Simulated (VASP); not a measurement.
# Pt: single point with HSE06

The system is Pt.

```
Pt
1.0
     0.00000    1.95135    1.95135
     1.95135    0.00000    1.95135
     1.95135    1.95135    0.00000
Pt
1
Cartesian
  0.0000 0.0000 0.0000
```

```
Program                            : VASP 6.6.1
Task                               : single point
Functional                         : HSE06
Potentials or basis                : VASP PAW PBE potentials, release 64 (Pt)
Cutoff                             : 520 eV
k mesh                             : 6 × 6 × 6
Occupations                        : fermi-dirac, width 0.1 eV
Spin                               : no spin polarisation
Dipole correction                  : no
Grid for exact exchange (PRECFOCK) : Normal
Further INCAR settings             : ALGO = Normal; EDIFF = 1e-06; NBANDS = 11
Screening parameter                : 0.2079 1/Å
```

```yaml
Pressure: 2.6 GPa
Band_gap_on_the_k_mesh: zero (band 5 reaches 11.59 eV, above the bottom of band 6 at 8.54 eV)
```

Levels at points of the mesh, in eV from the Fermi level:
```csv
k point,band 2,band 3,band 4,band 5,band 6,band 7,band 8,band 9
"(0.00, 0.00, 0.00)",-4.45,-4.45,-4.45,-2.27,-2.27,16.07,21.33,21.33
"(0.50, 0.00, 0.00)",-4.61,-4.61,-0.27,0.01,0.01,7.21,15.60,20.82
"(0.50, 0.50, 0.00)",-7.55,-0.32,0.72,0.72,2.30,10.52,12.81,12.81
```

Run time: 2.8 min on 1 thread of Intel(R) Xeon(R) 6975P-C (Granite Rapids) (shared host), peak memory 0.24 GiB.

Caveat: the k points lie up to 0.46 Å⁻¹ apart; the PAW data sets were made with another functional, which shifts forces and pressure a little; spin-orbit coupling is left out, which moves the levels of the heavy elements.
